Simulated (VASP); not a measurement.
# FeO (Wuestite) (Fm-3m) in VASP: single point with PBEsol

Aim: the single point of FeO (Wuestite) with PBEsol.

All numbers are computed with VASP 6.6.1; they aren't measurements. Logs are shortened: lines on timing, memory, paths and dates and some standing lists are left out, and cuts for length are marked.

## Step 1: The cell of the first run

The structure is cubic, space group Fm-3m (No. 225). Conventional cell: a = 4.246 Å, b = 4.246 Å, c = 4.246 Å, α = 90.00°, β = 90.00°, γ = 90.00°. Within 2.8 Å of Fe (site symmetry m-3m) lie 6 O at 2.12 Å. Within 2.8 Å of O (site symmetry m-3m) lie 6 Fe at 2.12 Å.

## Step 2: Single point, PBEsol, collinear spin, ferromagnetic start

Input file INCAR:

```
  PREC = Accurate
  ENCUT = 520
  EDIFF = 1E-6
  ISMEAR = 0
  SIGMA = 0.1
  LREAL = F
  LASPH = T
  NELM = 150
  ALGO = Normal
  ISIF = 2
  LWAVE = F
  LCHARG = F
  ISPIN = 2
  MAGMOM = 3.79 0.35
  LORBIT = 11
  LMAXMIX = 4
  GGA = PS
  NBANDS = 18
```

Input file KPOINTS:

```
regular mesh
0
Gamma
  18 18 18
```

Input file POSCAR:

```
FeO
1.0
    1.5010866454      0.8666527788      2.4513818055
   -1.5010866454      0.8666527788      2.4513818055
    0.0000000000     -1.7333055576      2.4513818055
Fe O
1 1
Direct
    0.0000000000      0.0000000000      0.0000000000
    0.5000000000      0.5000000000      0.5000000000
```

Potentials or basis: VASP PAW PBE potentials, release 64 (Fe, O).

The run is started by

```
$ cat potpaw_PBE.64/Fe/POTCAR potpaw_PBE.64/O/POTCAR > POTCAR
$ mpirun -np 1 vasp_std > vasp.out
```

OUTCAR:

```text
PREC = Accurate
   ENCUT = 520
   EDIFF = 1E-6
   ISMEAR = 0
   LREAL = F
   LASPH = T
   NELM = 150
   ISIF = 2
   ISPIN = 2
   LORBIT = 11
   GGA = PS

 ion  position               nearest neighbor table
   1  0.000  0.000  0.000-   2 2.12   2 2.12   2 2.12   2 2.12   2 2.12   2 2.12
   2  0.500  0.500  0.500-   1 2.12   1 2.12   1 2.12   1 2.12   1 2.12   1 2.12

  LATTYP: Found a trigonal (rhomboedric) cell.
 ALAT       =     3.0022692938
 COS(alpha) =     0.5000319763

  Lattice vectors:

 A1 = (   1.5010866454,   0.8666527788,   2.4513818055)
 A2 = (  -1.5010866454,   0.8666527788,   2.4513818055)
 A3 = (   0.0000000000,  -1.7333055576,   2.4513818055)

Analysis of symmetry for initial positions (statically):
=====================================================================
 Subroutine PRICEL returns:
 Original cell was already a primitive cell.

 Routine SETGRP: Setting up the symmetry group for a
 trigonal (rhombohedral) supercell.

 Subroutine GETGRP returns: Found 12 space group operations
 (whereof 12 operations were pure point group operations)
 out of a pool of 12 trial point group operations.

The static configuration has the point symmetry D_3d.

Analysis of symmetry for dynamics (positions and initial velocities):
=====================================================================
 Subroutine PRICEL returns:
 Original cell was already a primitive cell.

 Routine SETGRP: Setting up the symmetry group for a
 trigonal (rhombohedral) supercell.

 Subroutine GETGRP returns: Found 12 space group operations
 (whereof 12 operations were pure point group operations)
 out of a pool of 12 trial point group operations.

The dynamic configuration has the point symmetry D_3d.

Analysis of structural, dynamic, and magnetic symmetry:
=====================================================================
 Subroutine PRICEL returns:
 Original cell was already a primitive cell.

 Routine SETGRP: Setting up the symmetry group for a
 trigonal (rhombohedral) supercell.

 Subroutine GETGRP returns: Found 12 space group operations
 (whereof 12 operations were pure point group operations)
 out of a pool of 12 trial point group operations.

The overall configuration has the point symmetry D_3d.

 Subroutine INISYM returns: Found 12 space group operations
 (whereof 12 operations are pure point group operations),
 and found     1 'primitive' translations

----------------------------------------------------------------------------------------

                                     Primitive cell

  volume of cell :      19.1343

  direct lattice vectors                    reciprocal lattice vectors
     1.501086645  0.866652779  2.451381806     0.333092031  0.192310774  0.135977730
    -1.501086645  0.866652779  2.451381806    -0.333092031  0.192310774  0.135977730
     0.000000000 -1.733305558  2.451381806     0.000000000 -0.384621548  0.135977730

  length of vectors
     3.002269294  3.002269294  3.002269294     0.407950583  0.407950583  0.407950583

  position of ions in fractional coordinates (direct lattice)
     0.000000000  0.000000000  0.000000000
     0.500000000  0.500000000  0.500000000

  ion indices of the primitive-cell ions
   primitive index   ion index
                 1           1
                 2           2

----------------------------------------------------------------------------------------

 KPOINTS: regular mesh

Automatic generation of k-mesh.
 Grid dimensions read from file:
 generate k-points for:   18   18   18

 Generating k-lattice:

  Cartesian coordinates                     Fractional coordinates (reciprocal lattice)
     0.018505113  0.010683932  0.007554318     0.055555556  0.000000000  0.000000000
    -0.018505113  0.010683932  0.007554318     0.000000000  0.055555556  0.000000000
     0.000000000 -0.021367864  0.007554318     0.000000000  0.000000000  0.055555556

  Length of vectors
     0.022663921  0.022663921  0.022663921

  Shift w.r.t. Gamma in fractional coordinates (k-lattice)
     0.000000000  0.000000000  0.000000000

 Subroutine IBZKPT returns following result:
 ===========================================

 Found    580 irreducible k-points:

 Following reciprocal coordinates:
            Coordinates               Weight
  0.000000  0.000000  0.000000      1.000000
  0.055556  0.000000  0.000000      6.000000
  0.111111  0.000000  0.000000      6.000000
  0.166667  0.000000  0.000000      6.000000
  0.222222  0.000000 -0.000000      6.000000
  0.277778  0.000000  0.000000      6.000000
[... 16 lines left out ...]
 -0.277778  0.055556  0.000000     12.000000
 -0.222222  0.055556  0.000000     12.000000
 [... further k-points ...]
   k-points           NKPTS =    580   k-points in BZ     NKDIM =    580   number of bands    NBANDS=     18
   number of dos      NEDOS =    301   number of ions     NIONS =      2
   total plane-waves  NPLWV =  13824
   dimension x,y,z NGX =    24 NGY =   24 NGZ =   24
   dimension x,y,z NGXF=    48 NGYF=   48 NGZF=   48
   ions per type =               1   1
   NGX,Y,Z   is equivalent  to a cutoff of  13.29, 13.29, 13.29 a.u.
   NGXF,Y,Z  is equivalent  to a cutoff of  26.58, 26.58, 26.58 a.u.
 SYSTEM =  unknown system
   PREC   = accura    normal or accurate (medium, high low for compatibility)
   ISTART =      0    job   : 0-new  1-cont  2-samecut
   ICHARG =      2    charge: 1-file 2-atom 10-const
   ISPIN  =      2    spin polarized calculation?
   LNONCOLLINEAR =      F non collinear calculations
   LSORBIT =      F    spin-orbit coupling
   LASPH  =      T    aspherical Exc in radial PAW
   ENCUT  =  520.0 eV  38.22 Ry    6.18 a.u.   5.58  5.58  5.58*2*pi/ulx,y,z
   NELM   =    150;   NELMIN=  2; NELMDL= -5     # of ELM steps
   EDIFF  = 0.1E-05   stopping-criterion for ELM
   LREAL  =      F    real-space projection
[... 7 lines left out ...]
   TEBEG  =    0.0;   TEEND  =   0.0 temperature during run
   PSTRESS=    0.0 pullay stress
   NELECT =      14.0000    total number of electrons
   NUPDOWN=      -1.0000    fix difference up-down
   EMIN   =  10.00;   EMAX   =-10.00  energy-range for DOS
   EFERMI =   0.00;   METHOD = LEGACY
   ISMEAR =     0;   SIGMA  =   0.10  broadening in eV -4-tet -1-fermi 0-gaus
   EFERMI_NEDOS =   21; number of points for ismear=-14 and -15
   IALGO  =     38    algorithm
   IMIX   =      4    mixing-type and parameters
     AMIX     =   0.40;   BMIX     =  1.00
     AMIX_MAG =   1.60;   BMIX_MAG =  1.00
  volume/ion in A,a.u.               =       9.57        64.56
  Fermi-wavevector in a.u.,A,eV,Ry     =   1.475185  2.787695 29.608599  2.176171
  Thomas-Fermi vector in A             =   2.589865
   LORBIT       =     11    0 simple, 1 ext, 2 COOP (PROOUT), +10 PAW based schemes
   GGA     = PS    functional components
   LHFCALC =     F    Hartree Fock is set to
   AEXX    =    0.0000 exact exchange contribution
   IVDW    =     0    specifies the selected vdW correction
   LEPSILON=     F    determine dielectric tensor
   LRPA    =     F    only Hartree local field effects (RPA)
 spin polarized calculation
 Gauss-broadening in eV      SIGMA  =   0.10
  energy-cutoff  :      520.00
  volume of cell :       19.13
 maximum number of plane-waves:       534
   NGX = 11   NGY = 11   NGZ = 11

 number of electron      13.9999999 magnetization       3.9996398

 Free energy of the ion-electron system (eV)
  ---------------------------------------------------
  ext. energy  EPLUGINS =         0.00000000
  ---------------------------------------------------
  free energy    TOTEN  =       -15.86448068 eV

  energy without entropy =      -15.85842884  energy(sigma->0) =      -15.86145476

 E-fermi :   6.5681     XC(G=0): -12.6658

 val. band max:        6.5657159837   @ k =  -0.2222   0.0556   0.0000
 cond. band min:       6.5686686887   @ k =  -0.2222   0.1667   0.0000
 fundamental gap:      0.0029527050
 Fermi energy:         6.5681037661

 spin component 1

 k-point     1 :       0.0000    0.0000    0.0000
  band No.  band energies     occupation
      1     -14.5044      1.00000
      2       2.5718      1.00000
      3       2.5721      1.00000
      4       2.5721      1.00000
      5       2.6406      1.00000
      6       2.6408      1.00000
[... 10 lines left out ...]
     17      27.9269      0.00000
     18      30.7651      0.00000

 k-point     2 :       0.0556    0.0000    0.0000
  band No.  band energies     occupation
      1     -14.4702      1.00000
      2       2.0872      1.00000
      3       2.1312      1.00000
      4       2.1314      1.00000
      5       2.6926      1.00000
      6       2.6927      1.00000
[... 10 lines left out ...]
     17      28.2755      0.00000
     18      31.4127      0.00000

 k-point     3 :       0.1111    0.0000    0.0000
  band No.  band energies     occupation
      1     -14.3704      1.00000
      2       1.3731      1.00000
      3       1.6075      1.00000
      4       1.6077      1.00000
      5       2.7654      1.00000
      6       2.7655      1.00000
[... 10 lines left out ...]
     17      29.2443      0.00000
     18      32.7204      0.00000

 k-point     4 :       0.1667    0.0000    0.0000
  band No.  band energies     occupation
      1     -14.2125      1.00000
      2       0.5614      1.00000
      3       1.1208      1.00000
      4       1.1211      1.00000
      5       2.8769      1.00000
      6       2.8770      1.00000
[... 375 lines left out ...]
      4       0.0130      1.00000
      5       3.3060      1.00000
      6       3.3915      1.00000
[... 10 lines left out ...]
     17      32.5607      0.00000
     18      34.6974      0.00000

 k-point    23 :      -0.2778    0.0556    0.0000
  band No.  band energies     occupation
      1     -13.6911      1.00000
      2      -1.2740      1.00000
      3       0.1222      1.00000
      4       0.3127      1.00000
      5       3.1565      1.00000
      6       3.2623      1.00000
[... 10 lines left out ...]
     17      33.1950      0.00000
     18      35.0709      0.00000

 k-point    24 :      -0.2222    0.0556    0.0000
  band No.  band energies     occupation
      1     -13.9159      1.00000
      2      -0.5836      1.00000
      3       0.4325      1.00000
      4       0.6906      1.00000
      5       3.0029      1.00000
      6       3.1251      1.00000
[... 10 lines left out ...]
     17      32.8405      0.00000
     18      34.9371      0.00000

 [... further k-points ...]

 spin component 2

 k-point     1 :       0.0000    0.0000    0.0000
  band No.  band energies     occupation
      1     -13.9264      1.00000
      2       3.1893      1.00000
      3       3.1896      1.00000
      4       3.1896      1.00000
      5       5.7612      1.00000
      6       5.7615      1.00000
[... 10 lines left out ...]
     17      29.4852      0.00000
     18      31.9205      0.00000

 k-point     2 :       0.0556    0.0000    0.0000
  band No.  band energies     occupation
      1     -13.8918      1.00000
      2       2.9132      1.00000
      3       3.0817      1.00000
      4       3.0820      1.00000
      5       5.8065      1.00000
      6       5.8067      1.00000
[... 10 lines left out ...]
     17      29.7810      0.00000
     18      32.6457      0.00000

 k-point     3 :       0.1111    0.0000    0.0000
  band No.  band energies     occupation
      1     -13.7908      1.00000
      2       2.2506      1.00000
      3       2.8080      1.00000
      4       2.8083      1.00000
      5       5.9229      1.00000
      6       5.9231      1.00000
[... 10 lines left out ...]
     17      30.5954      0.00000
     18      34.0203      0.00000

 k-point     4 :       0.1667    0.0000    0.0000
  band No.  band energies     occupation
      1     -13.6311      1.00000
      2       1.4342      1.00000
      3       2.4578      1.00000
      4       2.4581      1.00000
      5       6.0648      1.00000
      6       6.0852      1.00000
[... 375 lines left out ...]
      4       1.4222      1.00000
      5       6.6617      0.09274
      6       6.6629      0.08998
[... 10 lines left out ...]
     17      33.1668      0.00000
     18      35.4472      0.00000

 k-point    23 :      -0.2778    0.0556    0.0000
  band No.  band energies     occupation
      1     -13.1028      1.00000
      2      -0.4348      1.00000
      3       1.6071      1.00000
      4       1.6886      1.00000
      5       6.4415      0.96329
      6       6.4586      0.93920
[... 10 lines left out ...]
     17      33.8890      0.00000
     18      35.9469      0.00000

 k-point    24 :      -0.2222    0.0556    0.0000
  band No.  band energies     occupation
      1     -13.3306      1.00000
      2       0.2851      1.00000
      3       1.8982      1.00000
      4       2.0140      1.00000
      5       6.2490      1.00000
      6       6.2500      1.00000
[... 10 lines left out ...]
     17      33.7433      0.00000
     18      35.9959      0.00000

 [... further k-points ...]
[... 5 lines left out ...]
  --------------------------------------------------------------------------------------
  -------------------------------------------------------------------------------------
  Total        0.0513223      0.0513223      0.0508796      0.0000000      0.0000000      0.0000000
  in kB        4.2973761      4.2973761      4.2603062      0.0000000      0.0000000      0.0000000
  external PRESSURE =       4.2850195 kB  Pullay stress =       0.0000000 kB

 VOLUME and BASIS-vectors are now :
 -----------------------------------------------------------------------------
  energy-cutoff  :      520.00
  volume of cell :       19.13
      direct lattice vectors                 reciprocal lattice vectors
     1.501086645  0.866652779  2.451381806     0.333092031  0.192310774  0.135977730
    -1.501086645  0.866652779  2.451381806    -0.333092031  0.192310774  0.135977730
     0.000000000 -1.733305558  2.451381806     0.000000000 -0.384621548  0.135977730

 POSITION                                       TOTAL-FORCE (eV/Angst)
 -----------------------------------------------------------------------------------
      0.00000      0.00000      0.00000         0.000000     -0.000000      0.000000
      0.00000      0.00000      3.67707        -0.000000      0.000000      0.000000
 -----------------------------------------------------------------------------------
    total drift:                               -0.000000      0.000000     -0.000000

  FREE ENERGIE OF THE ION-ELECTRON SYSTEM (eV)
  ---------------------------------------------------
  free  energy   TOTEN  =       -15.8644806783 eV

  energy  without entropy=      -15.8584288375  energy(sigma->0) =      -15.86145476

 total charge

# of ion       s       p       d       tot
------------------------------------------
    1        0.306   0.397   6.120   6.822
    2        1.551   3.440   0.000   4.991
--------------------------------------------------
tot          1.857   3.836   6.120  11.813

 magnetization (x)

# of ion       s       p       d       tot
------------------------------------------
    1        0.026   0.022   3.555   3.603
    2        0.032   0.281   0.000   0.313
--------------------------------------------------
tot          0.058   0.303   3.555   3.916
```

Run time: 4.8 min. Hardware: 1 thread of Intel Xeon Platinum 8259CL at 2.50GHz (Skylake/Cascade Lake), shared host; peak memory 0.4 GiB.

Results:

```
Free energy                                           : -15.8645 eV
Pressure                                              : 0.4 GPa
Band gap on the k mesh                                : zero (filled and empty bands overlap)
Net moment                                            : 4.00 μB per cell
Site moments                                          : Fe +3.60; O +0.31 μB
Valence electrons inside the program's atomic spheres : Fe 6.82; O 4.99
```

Caveat: the PAW data sets were made with another functional, which shifts forces and pressure a little; a cell with one magnetic atom can't hold antiferromagnetic order, which such compounds often take; semilocal functionals often make such compounds metallic where correlation or magnetic order opens a gap, which also shifts bond lengths. With open d or f shells a metallic result of PBEsol can be an artefact of self-interaction; +U or a hybrid may open a gap.
